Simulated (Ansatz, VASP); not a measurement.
Given: the input of a run of Ansatz 0.2.0 on As.

input.yaml

```yaml
crystal:
  lattice:
    - [4.131, 0.0, 0.0]
    - [2.4183895066, 3.3491122995, 0.0]
    - [2.4183895066, 1.2366737439, 3.1124252996]
  atoms:
    - { symbol: As, position: [0.226, 0.226, 0.226] }
    - { symbol: As, position: [0.774, 0.774, 0.774] }
hamiltonian:
  xc: pbesol
  pseudopotentials: { kind: paw }
kpoints:
  mp_grid: { grid: [9, 9, 9] }
scf:
  occupations: { method: gaussian, width: 0.02 }
output:
  forces: true
  stress: true
  eigenvalues: true
```

Potentials or basis: Ansatz PAW.

Run with:

```sh
$ ansatz run input.yaml --threads 1 --pin off --max-ram 3584MiB --backend cpu --events-out ev --progress --plain --runs-dir out
```

Problem. Translate it to VASP 6.6.1. Potentials there: VASP PAW PBE potentials, release 64 (As_d).

Solution. As run (the cutoff follows the program's own potentials):

INCAR

```
SYSTEM = As
PREC = Accurate
ENCUT = 600
EDIFF = 1E-6
ISMEAR = 0
SIGMA = 0.02
LREAL = .False.
LASPH = .True.
NELM = 120
ALGO = Normal
ISIF = 2
LWAVE = .False.
LCHARG = .True.
GGA = PS
LELF = .True.
LVHAR = .True.
NBANDS = 22
GGA_COMPAT = .False.
```

Contents of KPOINTS:

```
Automatic mesh
0
Gamma
  9 9 9
  0 0 0
```

The input POSCAR:

```
As
1.0
    4.1310000000      0.0000000000      0.0000000000
    2.4183895066      3.3491122995      0.0000000000
    2.4183895066      1.2366737439      3.1124252996
As
2
Direct
    0.2260000000      0.2260000000      0.2260000000
    0.7740000000      0.7740000000      0.7740000000
```

Potentials or basis: VASP PAW PBE potentials, release 64 (As_d).

The run is started by

```console
$ cat potpaw_PBE.64/As_d/POTCAR > POTCAR
$ mpirun -np 1 vasp_std > vasp.out
```

Both were run:

|  | VASP | Ansatz | Ansatz less VASP |
| --- | --- | --- | --- |
| gap on the k mesh at the Fermi level (eV) | none | none | - |
| pressure (GPa) | 0.5 | 0.3 | -0.20 |
| traceless stress, the component that is largest in VASP (GPa) | -0.21 | -0.20 | +0.008 |
| rms of the force components (eV/Å) | 0.220 | 0.215 | -0.0054 |

VASP's potentials were made for PBE, not for PBEsol. Atom by atom the forces differ by 0.005 eV/Å (rms over components). A gap of «none» marks a metal or a gap that the smearing closes.
